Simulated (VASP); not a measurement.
# In3GaAs4 (P-43m) in VASP: further runs

The runs below take In3GaAs4 through single point, with PBE.

All numbers are computed with VASP 6.6.1; they aren't measurements. Logs are shortened: lines on timing, memory, paths and dates and some standing lists are left out, and cuts for length are marked.

### Step 1. The cell of the first run

The structure is cubic, space group P-43m (No. 215). Conventional cell: a = 6.197 Å, b = 6.197 Å, c = 6.197 Å, α = 90.00°, β = 90.00°, γ = 90.00°. In (site symmetry -42m) has 4 As at 2.72 Å within 3.6 Å. Within 3.4 Å of Ga (site symmetry -43m) lie 4 As at 2.58 Å. Within 3.4 Å of As (site symmetry 3m) lie 1 Ga at 2.58 Å and 3 In at 2.72 Å.

### Step 2. Single point, PBE (29.74 Å³/atom)

File INCAR:

```
ALGO = Normal
EDIFF = 1E-7
ENCUT = 520
GGA = PE
ISIF = 2
ISMEAR = 0
LASPH = T
LCHARG = F
LREAL = F
LWAVE = F
NBANDS = 46
NELM = 100
PREC = Accurate
SIGMA = 0.1
```

File KPOINTS:

```
k-points
0
Gamma
  6 6 6
```

File POSCAR:

```
In3GaAs4
1.0
    6.1965573433      0.0000000000      0.0000000000
    0.0000000000      6.1965573433      0.0000000000
    0.0000000000      0.0000000000      6.1965573433
In Ga As
3 1 4
Direct
    0.5000000000      0.0000000000      0.0000000000
    0.0000000000      0.0000000000      0.5000000000
    0.0000000000      0.5000000000      0.0000000000
    0.5000000000      0.5000000000      0.5000000000
    0.2595041549      0.7404958451      0.2595041549
    0.2595041549      0.2595041549      0.7404958451
    0.7404958451      0.7404958451      0.7404958451
    0.7404958451      0.2595041549      0.2595041549
```

Potentials or basis: VASP PAW PBE potentials, release 64 (In_d, Ga_d, As).

Started as:

```bash
cat potpaw_PBE.64/In_d/POTCAR potpaw_PBE.64/Ga_d/POTCAR potpaw_PBE.64/As/POTCAR > POTCAR
mpirun -np 1 vasp_std > vasp.out
```

OUTCAR:

```text
EDIFF = 1E-7
   ENCUT = 520
   GGA = PE
   ISIF = 2
   ISMEAR = 0
   LASPH = T
   LREAL = F
   NELM = 100
   PREC = Accurate

 ion  position               nearest neighbor table
   1  0.500  0.000  0.000-   5 2.72   6 2.72   7 2.72   8 2.72
   2  0.000  0.000  0.500-   5 2.72   6 2.72   7 2.72   8 2.72
   3  0.000  0.500  0.000-   5 2.72   6 2.72   7 2.72   8 2.72
   4  0.500  0.500  0.500-   5 2.58   6 2.58   7 2.58   8 2.58
   5  0.260  0.740  0.260-   4 2.58   2 2.72   3 2.72   1 2.72
   6  0.260  0.260  0.740-   4 2.58   2 2.72   3 2.72   1 2.72
   7  0.740  0.740  0.740-   4 2.58   2 2.72   3 2.72   1 2.72
   8  0.740  0.260  0.260-   4 2.58   2 2.72   3 2.72   1 2.72

  LATTYP: Found a simple cubic cell.
 ALAT       =     6.1965573433

  Lattice vectors:

 A1 = (   6.1965573433,   0.0000000000,   0.0000000000)
 A2 = (   0.0000000000,   6.1965573433,   0.0000000000)
 A3 = (   0.0000000000,   0.0000000000,   6.1965573433)

Analysis of symmetry for initial positions (statically):
=====================================================================
 Subroutine PRICEL returns:
 Original cell was already a primitive cell.

 Routine SETGRP: Setting up the symmetry group for a
 simple cubic supercell.

 Subroutine GETGRP returns: Found 24 space group operations
 (whereof 24 operations were pure point group operations)
 out of a pool of 48 trial point group operations.

The static configuration has the point symmetry T_d .

Analysis of symmetry for dynamics (positions and initial velocities):
=====================================================================
 Subroutine PRICEL returns:
 Original cell was already a primitive cell.

 Routine SETGRP: Setting up the symmetry group for a
 simple cubic supercell.

 Subroutine GETGRP returns: Found 24 space group operations
 (whereof 24 operations were pure point group operations)
 out of a pool of 48 trial point group operations.

The dynamic configuration has the point symmetry T_d .

 Subroutine INISYM returns: Found 24 space group operations
 (whereof 24 operations are pure point group operations),
 and found     1 'primitive' translations

----------------------------------------------------------------------------------------

                                     Primitive cell

  volume of cell :     237.9312

  direct lattice vectors                    reciprocal lattice vectors
     6.196557343  0.000000000  0.000000000     0.161379932  0.000000000  0.000000000
     0.000000000  6.196557343  0.000000000     0.000000000  0.161379932  0.000000000
     0.000000000  0.000000000  6.196557343     0.000000000  0.000000000  0.161379932

  length of vectors
     6.196557343  6.196557343  6.196557343     0.161379932  0.161379932  0.161379932

  position of ions in fractional coordinates (direct lattice)
     0.500000000  0.000000000  0.000000000
     0.000000000  0.000000000  0.500000000
     0.000000000  0.500000000  0.000000000
     0.500000000  0.500000000  0.500000000
     0.259504155  0.740495845  0.259504155
     0.259504155  0.259504155  0.740495845
     0.740495845  0.740495845  0.740495845
     0.740495845  0.259504155  0.259504155

  ion indices of the primitive-cell ions
   primitive index   ion index
                 1           1
                 2           2
                 3           3
                 4           4
                 5           5
                 6           6
                 7           7
                 8           8

----------------------------------------------------------------------------------------

 KPOINTS: k-points

Automatic generation of k-mesh.
 Grid dimensions read from file:
 generate k-points for:    6    6    6

 Generating k-lattice:

  Cartesian coordinates                     Fractional coordinates (reciprocal lattice)
     0.026896655  0.000000000  0.000000000     0.166666667  0.000000000  0.000000000
     0.000000000  0.026896655  0.000000000     0.000000000  0.166666667  0.000000000
     0.000000000  0.000000000  0.026896655     0.000000000  0.000000000  0.166666667

  Length of vectors
     0.026896655  0.026896655  0.026896655

  Shift w.r.t. Gamma in fractional coordinates (k-lattice)
     0.000000000  0.000000000  0.000000000

 Subroutine IBZKPT returns following result:
 ===========================================

 Found     20 irreducible k-points:

 Following reciprocal coordinates:
            Coordinates               Weight
  0.000000  0.000000  0.000000      1.000000
  0.166667  0.000000  0.000000      6.000000
  0.333333  0.000000  0.000000      6.000000
  0.500000  0.000000  0.000000      3.000000
  0.166667  0.166667  0.000000     12.000000
  0.333333  0.166667  0.000000     24.000000
[... 12 lines left out ...]
  0.500000  0.500000  0.333333      6.000000
  0.500000  0.500000  0.500000      1.000000
   k-points           NKPTS =     20   k-points in BZ     NKDIM =     20   number of bands    NBANDS=     46
   number of dos      NEDOS =    301   number of ions     NIONS =      8
   total plane-waves  NPLWV = 110592
   dimension x,y,z NGX =    48 NGY =   48 NGZ =   48
   dimension x,y,z NGXF=    96 NGYF=   96 NGZF=   96
   ions per type =               3   1   4
   NGX,Y,Z   is equivalent  to a cutoff of  12.88, 12.88, 12.88 a.u.
   NGXF,Y,Z  is equivalent  to a cutoff of  25.76, 25.76, 25.76 a.u.
 SYSTEM =  unknown system
   PREC   = accura    normal or accurate (medium, high low for compatibility)
   ISTART =      0    job   : 0-new  1-cont  2-samecut
   ICHARG =      2    charge: 1-file 2-atom 10-const
   ISPIN  =      1    spin polarized calculation?
   LNONCOLLINEAR =      F non collinear calculations
   LSORBIT =      F    spin-orbit coupling
   LASPH  =      T    aspherical Exc in radial PAW
   ENCUT  =  520.0 eV  38.22 Ry    6.18 a.u.  11.52 11.52 11.52*2*pi/ulx,y,z
   NELM   =    100;   NELMIN=  2; NELMDL= -5     # of ELM steps
   EDIFF  = 0.1E-06   stopping-criterion for ELM
   LREAL  =      F    real-space projection
   EDIFFG = 0.1E-05   stopping-criterion for IOM
   NSW    =      0    number of steps for IOM
   IBRION =     -1    ionic relax: 0-MD 1-quasi-New 2-CG
   NFREE  =      0    steps in history (QN), initial steepest desc. (CG)
   ISIF   =      2    stress and relaxation
   ISYM   =      2    0-nonsym 1-usesym 2-fastsym
   POTIM  = 0.5000    time-step for ionic-motion
   TEBEG  =    0.0;   TEEND  =   0.0 temperature during run
   PSTRESS=    0.0 pullay stress
   NELECT =      72.0000    total number of electrons
   NUPDOWN=      -1.0000    fix difference up-down
   EMIN   =  10.00;   EMAX   =-10.00  energy-range for DOS
   EFERMI =   0.00;   METHOD = LEGACY
   ISMEAR =     0;   SIGMA  =   0.10  broadening in eV -4-tet -1-fermi 0-gaus
   EFERMI_NEDOS =   21; number of points for ismear=-14 and -15
   IALGO  =     38    algorithm
   IMIX   =      4    mixing-type and parameters
     AMIX     =   0.40;   BMIX     =  1.00
     AMIX_MAG =   1.60;   BMIX_MAG =  1.00
  volume/ion in A,a.u.               =      29.74       200.70
  Fermi-wavevector in a.u.,A,eV,Ry     =   1.099095  2.076988 16.435968  1.208010
  Thomas-Fermi vector in A             =   2.235484
   LORBIT       =      0    0 simple, 1 ext, 2 COOP (PROOUT), +10 PAW based schemes
   GGA     = PE    functional components
   LHFCALC =     F    Hartree Fock is set to
   AEXX    =    0.0000 exact exchange contribution
   IVDW    =     0    specifies the selected vdW correction
   LEPSILON=     F    determine dielectric tensor
   LRPA    =     F    only Hartree local field effects (RPA)
 non-spin polarized calculation
 Gauss-broadening in eV      SIGMA  =   0.10
  energy-cutoff  :      520.00
  volume of cell :      237.93
 maximum number of plane-waves:      6432
 NGX is ok and might be reduce to    48
   NGX = 23   NGY = 23   NGZ = 23

 number of electron      71.9999945 magnetization

 Free energy of the ion-electron system (eV)
  ---------------------------------------------------
  ext. energy  EPLUGINS =         0.00000000
  ---------------------------------------------------
  free energy    TOTEN  =       -31.22092207 eV

  energy without entropy =      -31.21982645  energy(sigma->0) =      -31.22037426

 E-fermi :   3.3195     XC(G=0):  -8.6867

 val. band max:        3.2646864002   @ k =   0.0000   0.0000   0.0000
 cond. band min:       3.6326594503   @ k =   0.5000   0.5000   0.5000
 fundamental gap:      0.3679730501
 Fermi energy:         3.3195453674

 k-point     1 :       0.0000    0.0000    0.0000
  band No.  band energies     occupation
      1     -11.3982      2.00000
      2     -11.3982      2.00000
      3     -11.3982      2.00000
      4     -11.3462      2.00000
      5     -11.3462      2.00000
      6     -11.0070      2.00000
[... 38 lines left out ...]
     45       7.0925      0.00000
     46       7.0925      0.00000

 k-point     2 :       0.1667    0.0000    0.0000
  band No.  band energies     occupation
      1     -11.3979      2.00000
      2     -11.3979      2.00000
      3     -11.3979      2.00000
      4     -11.3461      2.00000
      5     -11.3461      2.00000
      6     -11.0040      2.00000
[... 38 lines left out ...]
     45       7.4199      0.00000
     46       7.4199      0.00000

 k-point     3 :       0.3333    0.0000    0.0000
  band No.  band energies     occupation
      1     -11.3972      2.00000
      2     -11.3971      2.00000
      3     -11.3971      2.00000
      4     -11.3461      2.00000
      5     -11.3459      2.00000
      6     -10.9974      2.00000
[... 822 lines left out ...]
     45       7.8520      0.00000
     46       8.0391      0.00000

 k-point    20 :       0.5000    0.5000    0.5000
  band No.  band energies     occupation
      1     -11.3967      2.00000
      2     -11.3967      2.00000
      3     -11.3967      2.00000
      4     -11.3459      2.00000
      5     -11.3459      2.00000
      6     -11.0079      2.00000
[... 38 lines left out ...]
     45       7.7625      0.00000
     46       8.0606      0.00000

------------------------ aborting loop because EDIFF is reached ----------------------------------------

  FORCE on cell =-STRESS in cart. coord.  units (eV):
  Direction    XX          YY          ZZ          XY          YZ          ZX
  --------------------------------------------------------------------------------------
  -------------------------------------------------------------------------------------
  Total       -3.7458054     -3.7458054     -3.7458054     -0.0000000     -0.0000000     -0.0000000
  in kB      -25.2234436    -25.2234436    -25.2234436     -0.0000000     -0.0000000     -0.0000000
  external PRESSURE =     -25.2234436 kB  Pullay stress =       0.0000000 kB

 VOLUME and BASIS-vectors are now :
 -----------------------------------------------------------------------------
  energy-cutoff  :      520.00
  volume of cell :      237.93
      direct lattice vectors                 reciprocal lattice vectors
     6.196557343  0.000000000  0.000000000     0.161379932  0.000000000  0.000000000
     0.000000000  6.196557343  0.000000000     0.000000000  0.161379932  0.000000000
     0.000000000  0.000000000  6.196557343     0.000000000  0.000000000  0.161379932

 POSITION                                       TOTAL-FORCE (eV/Angst)
 -----------------------------------------------------------------------------------
      3.09828      0.00000      0.00000        -0.000000      0.000000     -0.000000
      0.00000      0.00000      3.09828        -0.000000      0.000000     -0.000000
      0.00000      3.09828      0.00000        -0.000000      0.000000     -0.000000
      3.09828      3.09828      3.09828        -0.000000      0.000000     -0.000000
      1.60803      4.58852      1.60803         0.005002     -0.005002      0.005002
      1.60803      1.60803      4.58852         0.005002      0.005002     -0.005002
      4.58852      4.58852      4.58852        -0.005002     -0.005002     -0.005002
      4.58852      1.60803      1.60803        -0.005002      0.005002      0.005002
 -----------------------------------------------------------------------------------
    total drift:                               -0.000000     -0.000000      0.000000

  FREE ENERGIE OF THE ION-ELECTRON SYSTEM (eV)
  ---------------------------------------------------
  free  energy   TOTEN  =       -31.2209220742 eV

  energy  without entropy=      -31.2198264523  energy(sigma->0) =      -31.22037426
```

It took 1.9 min on 1 thread of Intel Xeon 6975P-C (Granite Rapids), shared host; peak memory 0.44 GiB.

Results:

- Free energy: -31.2209 eV
- Pressure: -2.5 GPa
- Largest force: 0.009 eV/Å
- Band gap on the k mesh: zero (filled and empty bands touch)

Forces on the atoms (eV/Å):
```
In   0.000  0.000  0.000
In   0.000  0.000  0.000
In   0.000  0.000  0.000
Ga   0.000  0.000  0.000
As   0.005 -0.005  0.005
As   0.005  0.005 -0.005
As  -0.005 -0.005 -0.005
As  -0.005  0.005  0.005
```

Caveat: semilocal functionals underestimate gaps, so a narrow gap can read as zero; spin-orbit coupling is left out, which moves the levels of the heavy elements.

(Continued in part 2 of 2.)
